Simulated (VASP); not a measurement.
Write the native input for VASP 6.6.1 that does the following.

```yaml
Task: single point
Functional: PBEsol
Dispersion: D3(BJ)
Potentials_or_basis: VASP PAW PBE potentials, release 64 (Zr_sv, B)
Cutoff: 520 eV
k_mesh: 10 × 10 × 8
Occupations: fermi-dirac, width 0.05 eV
Spin: no spin polarisation
Dipole_correction: no
Further_INCAR_settings: ALGO = Normal; EDIFF = 1e-07; NBANDS = 16
```

The structure of ZrB2 lies in POSCAR:

```
ZrB2
1.0
    3.1300538379      0.0000000000      0.0000000000
   -1.5650269189      2.7107061388      0.0000000000
    0.0000000000      0.0000000000      3.4783544549
Zr B
1 2
Direct
    0.0000000000      0.0000000000      0.0000000000
    0.6666666667      0.3333333333      0.5000000000
    0.3333333333      0.6666666667      0.5000000000
```

These files were run (other wordings do the same):

INCAR

```
SYSTEM = ZrB2
PREC = Accurate
ENCUT = 520
EDIFF = 1E-7
ISMEAR = -1
SIGMA = 0.05
LREAL = .FALSE.
LASPH = .TRUE.
NELM = 80
ALGO = Normal
ISIF = 2
LWAVE = .FALSE.
LCHARG = .FALSE.
GGA = PS
IVDW = 12
NBANDS = 16
```

KPOINTS

```
regular mesh
0
G
  10 10 8
  0 0 0
```

Potentials or basis: VASP PAW PBE potentials, release 64 (Zr_sv, B).

Run with:

```bash
$ cat potpaw_PBE.64/Zr_sv/POTCAR potpaw_PBE.64/B/POTCAR > POTCAR
$ mpirun -np 1 vasp_std > vasp.out
```

Results of the run:

```yaml
Pressure: 0.4 GPa
Band_gap_on_the_k_mesh: zero (band 9 reaches 11.44 eV, above the bottom of band 10 at 10.63 eV)
Dispersion_energy_per_atom: -0.380 eV
```

Caveat: the PAW data sets were made with another functional, which shifts forces and pressure a little; pairwise dispersion overbinds metals, which lowers pressure and volume.

It took 20 s on 1 thread of Intel(R) Xeon(R) Platinum 8375C CPU @ 2.90GHz (Ice Lake), on a shared host, peak memory 0.17 GiB.
